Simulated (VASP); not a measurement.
A run of VASP 6.6.1 is set up as follows.

INCAR

```
SYSTEM = Ba3Zr4O12
ALGO = Normal
EDIFF = 1E-6
ENCUT = 520
GGA = PE
ISIF = 2
ISMEAR = 0
LASPH = .True.
LCHARG = .True.
LELF = .True.
LREAL = Auto
LVHAR = .True.
LWAVE = .False.
NBANDS = 90
NELECT = 152.0
NELM = 60
PREC = Accurate
SIGMA = 0.05
```

KPOINTS

```
k-points
0
Gamma
  4 4 4
  0 0 0
```

The input POSCAR:

```
Ba3Zr4O12
1.0
   -4.2271431831      4.2271431831      4.2271431831
    4.2271431831     -4.2271431831      4.2271431831
    4.2271431831      4.2271431831     -4.2271431831
Ba Zr O
3 4 12
Direct
   -0.2500000000     -0.2500000000      0.5000000000
    0.0000000000      0.5000000000      0.0000000000
    0.5000000000      0.0000000000      0.0000000000
    0.0165950260      0.0165950260      0.0331900521
    0.4834049740      0.4834049740     -0.0331900521
    0.4834049740      0.0165950260      0.5000000000
    0.0165950260      0.4834049740      0.5000000000
    0.0373523544      0.7500000000      0.7873523544
    0.4967405977      0.2500000000      0.7467405977
    0.4626476456      0.7500000000      0.2126476456
    0.0032594023      0.2500000000      0.2532594023
    0.7500000000      0.4626476456      0.2126476456
    0.2500000000      0.0032594023      0.2532594023
    0.2500000000      0.4967405977      0.7467405977
    0.7500000000      0.0373523544      0.7873523544
    0.2500000000      0.2500000000      0.0000000000
    0.7500000000      0.7500000000      0.0000000000
    0.7500000000      0.2500000000      0.5000000000
    0.2500000000      0.7500000000      0.5000000000
```

Potentials or basis: VASP PAW PBE potentials, release 64 (Ba_sv, Zr_sv, O).

Launch:

```console
$ cat potpaw_PBE.64/Ba_sv/POTCAR potpaw_PBE.64/Zr_sv/POTCAR potpaw_PBE.64/O/POTCAR > POTCAR
$ mpirun -np 1 vasp_std > vasp.out
```

Question: Predict the largest force.

Answer: 0.264 eV/Å.

Forces in eV/Å, atoms in the order of the input:
```
Ba   0.000  0.000  0.000
Ba   0.000  0.000  0.000
Ba   0.000  0.000  0.000
Zr  -0.015 -0.015  0.000
Zr   0.015  0.015  0.000
Zr  -0.015  0.015  0.000
Zr   0.015 -0.015  0.000
O    0.000  0.264  0.000
O    0.000 -0.020  0.000
O    0.000 -0.264  0.000
O    0.000  0.020  0.000
O   -0.264  0.000  0.000
O    0.020  0.000  0.000
O   -0.020  0.000  0.000
O    0.264  0.000  0.000
O    0.000  0.000  0.000
O    0.000  0.000  0.000
O    0.000  0.000  0.000
O    0.000  0.000  0.000
```

Caveat: the cell carries a net charge on a neutralising background, which shifts energy and pressure.
